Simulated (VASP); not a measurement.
Wanted: the native input for a VASP 6.6.1 run.

```yaml
Task: single point
Functional: PBE
Potentials_or_basis: VASP PAW PBE potentials, release 64 (Si, Li_sv)
Cutoff: 520 eV
k_mesh: 2 × 2 × 2
Occupations: fermi-dirac, width 0.02 eV
Spin: collinear spin
Starting_moments: "[0.0, 0.0, 0.0, 0.0, 0.0, 0.0, 0.0, 0.0, 0.0, 0.0, 0.0, 0.0, 0.0, 0.0, 0.0, 0.0, 1.0] μB"
Dipole_correction: no
Further_INCAR_settings: LREAL = Auto; ALGO = Normal; EDIFF = 1e-07; NBANDS = 52
```

The structure of LiSi16 (a cell with a defect) lies in POSCAR:

```
LiSi16
1.0
    0.0000000000      5.4300000000      5.4300000000
    5.4300000000      0.0000000000      5.4300000000
    5.4300000000      5.4300000000      0.0000000000
Si Li
16 1
Direct
   -0.0004772240     -0.0010531713     -0.0121236808
    0.1233797182      0.1227275952      0.1192874409
   -0.0009955246     -0.0015024500      0.4989204937
    0.1212272613      0.1206196631      0.6211242258
   -0.0065502360      0.4972085235     -0.0021736888
    0.1233244054      0.6195270587      0.1199150884
   -0.0004749913      0.4873767815      0.4994219152
    0.1233840631      0.6188271425      0.6232730423
    0.4978515788     -0.0071142392     -0.0022745768
    0.6200768389      0.1226728779      0.1199984400
    0.4879806093     -0.0010486748      0.4994243325
    0.6193818455      0.1227280322      0.6232692989
    0.4977107298      0.4971019510     -0.0023901755
    0.6217022132      0.6211419130      0.1216068762
    0.4979349720      0.4971908197      0.4933544105
    0.6200082472      0.6195418396      0.6232148068
    0.8712014931      0.8706840373      0.3711082509
```

One way to write it, as run:

INCAR

```
  PREC = Accurate
  ENCUT = 520
  EDIFF = 1E-7
  ISMEAR = -1
  SIGMA = 0.02
  LREAL = Auto
  LASPH = True
  NELM = 150
  ALGO = Normal
  ISIF = 2
  LWAVE = False
  LCHARG = False
  ISPIN = 2
  MAGMOM = 0 0 0 0 0 0 0 0 0 0 0 0 0 0 0 0 1
  LORBIT = 11
  GGA = PE
  NBANDS = 52
```

KPOINTS

```
Automatic mesh
0
Gamma
  2 2 2
```

Potentials or basis: VASP PAW PBE potentials, release 64 (Si, Li_sv).

The run is started by

```sh
$ cat potpaw_PBE.64/Si/POTCAR potpaw_PBE.64/Li_sv/POTCAR > POTCAR
$ mpirun -np 1 vasp_std > vasp.out
```

Results of the run:

```json
{
  "Largest force": "0.029 eV/Å",
  "Net moment": "0.02 μB per cell",
  "Valence electrons inside the program's atomic spheres": "Si 1.71, 1.69, 1.70 (each value once); Li 2.12"
}
```

Caveat: the k points lie up to 0.50 Å⁻¹ apart.

It took 6.4 min on 1 thread of AMD EPYC 9R45 96-Core Processor (Zen 5), on a shared host, peak memory 0.68 GiB.
